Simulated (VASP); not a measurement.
A run of VASP 6.6.1 is set up as follows.

Contents of INCAR:

```
  PREC = Accurate
  ENCUT = 500
  EDIFF = 1E-6
  ISMEAR = 0
  SIGMA = 0.05
  LREAL = F
  LASPH = T
  NELM = 120
  ALGO = Normal
  ISIF = 2
  LWAVE = F
  LCHARG = T
  GGA = PE
  LELF = T
  LVHAR = T
  NBANDS = 13
  GGA_COMPAT = F
```

File KPOINTS:

```
Automatic mesh
0
Gamma
  8 8 8
```

POSCAR

```
W
1.0
   -1.6060872501      1.6060872501      1.6060872501
    1.6060872501     -1.6060872501      1.6060872501
    1.6060872501      1.6060872501     -1.6060872501
W
1
Direct
    0.0000000000      0.0000000000      0.0000000000
```

Potentials or basis: VASP PAW PBE potentials, release 64 (W_sv).

The run is started by

```bash
$ cat potpaw_PBE.64/W_sv/POTCAR > POTCAR
$ mpirun -np 1 vasp_std > vasp.out
```

Predict the pressure.

-7.1 GPa.

Estimate the band gap on the k mesh.

zero (band 7 reaches 15.67 eV, above the bottom of band 8 at 9.66 eV).

Caveat: spin-orbit coupling is left out, which moves the levels of the heavy elements.
